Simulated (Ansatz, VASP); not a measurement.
One calculation of Si3Ni, two programs

```
CELL_PARAMETERS angstrom
3.70035 0.00000 0.00000
0.00000 3.70035 0.00000
0.00000 0.00000 3.70035
ATOMIC_POSITIONS crystal
Si 0.00000 0.50000 0.50000
Si 0.50000 0.00000 0.50000
Si 0.50000 0.50000 0.00000
Ni 0.00000 0.00000 0.00000
```

Alike in both runs: functional PBEsol; k mesh 12 × 12 × 12; occupations gaussian, width 0.1 eV; no spin polarisation.

Ansatz relaxed the structure, and its values are those at the end. VASP's run is a single point on that final structure, the one shown.

|  | VASP | Ansatz |
| --- | --- | --- |
| version | VASP 6.6.1 | Ansatz 0.2.0 |
| potentials or method | VASP PAW PBE potentials, release 64 (Si, Ni), cutoff 520 eV | scalar-relativistic, plane waves, PAW |
| valence electrons in the cell | 22 | 30 |

VASP gave:

```
gap on the k mesh at the Fermi level (eV) : none
pressure (GPa)                            : 0.2
```

Problem. Which values does Ansatz return?

Solution. gap on the k mesh at the Fermi level (eV): none; pressure (GPa): 0.0.

VASP's potentials were made for PBE, not for PBEsol. A gap of «none» marks a metal or a gap that the smearing closes. The functional is the same, so the differences come from potentials, cutoffs and numerics. VASP's potentials hold 22 valence electrons a cell and Ansatz's 30, so a difference there can come from the potentials and not from the codes.
